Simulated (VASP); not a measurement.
LiLu:

```
Li Lu
1.0
     0.00000    4.66000    4.66000
     4.66000    0.00000    4.66000
     4.66000    4.66000    0.00000
Li Lu
4 4
Direct
  0.00000 0.00000 0.00000
  0.00000 0.50000 0.50000
  0.50000 0.00000 0.50000
  0.50000 0.50000 0.50000
  0.00000 0.00000 0.50000
  0.00000 0.50000 0.00000
  0.50000 0.00000 0.00000
  0.50000 0.50000 0.00000
```

```yaml
Program: VASP 6.6.1
Task: relaxation of cell and atoms
Functional: LDA
Potentials_or_basis: VASP PAW PBE potentials, release 64 (Li_sv, Lu)
Cutoff: 750 eV
k_mesh: 4 × 4 × 4
Occupations: methfessel-paxton, width 0.1 eV
Spin: no spin polarisation
```

At the start: pressure -3.0 GPa; volume 25.30 Å³/atom.

Task: How do energy, volume and symmetry change on relaxing?

Result: Over 6 steps the energy falls by 28.7 meV/atom and the volume is 22.50 Å³/atom (-11.1 %); space group Imma (No. 74, to 0.1 Å) before and after.

Step by step:
```tsv
step	energy change (eV)	largest force (eV/Å)	pressure (GPa)	volume (Å³)
1	0.0000	0.0000	-3.04	202.39
2	-0.1914	0.0000	-1.34	188.67
3	-0.2257	0.0000	0.01	180.60
4	-0.2256	0.0000	0.10	180.18
5	-0.2283	0.0000	0.09	180.08
6	-0.2293	0.0000	0.11	179.96
```

Final structure:
```
Li Lu
1.0
    -0.04424    4.47925    4.48519
     4.47925   -0.04424    4.48519
     4.43501    4.43501    0.00000
Li Lu
4 4
Direct
  0.00000 0.00000 0.00000
  0.00000 0.50000 0.50000
  0.50000 0.00000 0.50000
  0.50000 0.50000 0.50000
  0.00000 0.00000 0.50000
  0.00000 0.50000 0.00000
  0.50000 0.00000 0.00000
  0.50000 0.50000 0.00000
```

Caveat: the PAW data sets were made with another functional, which shifts forces and pressure a little.
